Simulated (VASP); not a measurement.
Input of a VASP 6.6.1 run:

Contents of INCAR:

```
SYSTEM = LiCl
  PREC = Accurate
  ENCUT = 520
  EDIFF = 1E-8
  ISMEAR = -1
  SIGMA = 0.03
  LREAL = .False.
  LASPH = .True.
  NELM = 80
  ALGO = Normal
  ISIF = 2
  LWAVE = .False.
  LCHARG = .False.
  GGA = PE
  LEFG = .True.
  NBANDS = 12
```

Contents of KPOINTS:

```
Automatic mesh
0
Gamma
  9 9 9
  0 0 0
```

Contents of POSCAR:

```
LiCl
1.0
   -0.0128238000      2.5647600000      2.5647600000
    2.5647600000     -0.0128238000      2.5647600000
    2.5519362000      2.5519362000      0.0000000000
Li Cl
1 1
Direct
    0.0000000000      0.0000000000      0.0000000000
    0.5000000000      0.5000000000      0.5000000000
```

Potentials or basis: VASP PAW PBE potentials, release 64 (Li_sv, Cl).

Launch:

```sh
$ cat potpaw_PBE.64/Li_sv/POTCAR potpaw_PBE.64/Cl/POTCAR > POTCAR
$ mpirun -np 1 vasp_std > vasp.out
```

Task: What does it give for the band gap on the k mesh?

Result: 6.31 eV, direct.

Electric field gradients, principal values (V/Å²):
```tsv
atom	least	middle	greatest (by size)
1 Li	0.000	-0.023	0.023
2 Cl	0.017	1.879	-1.896
```

Caveat: the cell differs from its parent crystal (xy shear strain of -1 %); without QUAD_EFG the Cq values of the log hold for a quadrupole moment of 1 mb, not for the nuclei. A k mesh can miss the band edges.
